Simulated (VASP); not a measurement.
Set up this calculation in VASP 6.6.1, as the native input.

```
Task                   : single point
Functional             : PBE
Potentials or basis    : VASP PAW PBE potentials, release 64 (Mg, I)
Cutoff                 : 520 eV
k mesh                 : 6 × 6 × 4
Occupations            : gaussian, width 0.05 eV
Spin                   : no spin polarisation
Dipole correction      : no
Further INCAR settings : ALGO = Normal; EDIFF = 1e-06; NBANDS = 15
```

The structure of MgI2 lies in POSCAR:

```
MgI2
1.0
    4.2072027146      0.0000000000     -0.4627922986
   -2.1036013573      3.6435444297      0.2313961493
   -0.8592895233      0.0000000000      7.9156188546
Mg I
1 2
Direct
    0.0000000000      0.0000000000      0.0000000000
    0.2469690958      0.6674516268      0.7856557002
    0.7530309042      0.3325483732      0.2143442998
```

This cell differs from its parent crystal: engineering shear strain xz -0.2200, normal strain along z +0.0133.

One way to write it, as run:

INCAR

```
SYSTEM = MgI2
PREC = Accurate ; ENCUT = 520
EDIFF = 1E-6 ; ISMEAR = 0
SIGMA = 0.05 ; LREAL = .False.
LASPH = .True. ; NELM = 60
ALGO = Normal ; ISIF = 2
LWAVE = .False. ; LCHARG = .False.
GGA = PE ; NBANDS = 15
```

KPOINTS

```
regular mesh
0
Gamma
  6 6 4
  0 0 0
```

Potentials or basis: VASP PAW PBE potentials, release 64 (Mg, I).

Launch:

```bash
$ cat potpaw_PBE.64/Mg/POTCAR potpaw_PBE.64/I/POTCAR > POTCAR
$ mpirun -np 1 vasp_std > vasp.out
```

Results of the run:

```json
{
  "Pressure": "-0.1 GPa",
  "Largest force": "0.011 eV/Å",
  "Band gap on the k mesh": "3.51 eV, indirect (least direct gap 3.69 eV)"
}
```

Caveat: the cell differs from its parent crystal (engineering shear strain xz -0.2200, normal strain along z +0.0133); spin-orbit coupling is left out, which moves the levels of the heavy elements.

It took 43 s on 1 thread of Intel(R) Xeon(R) 6975P-C (Granite Rapids), with other jobs on the host, peak memory 0.32 GiB.
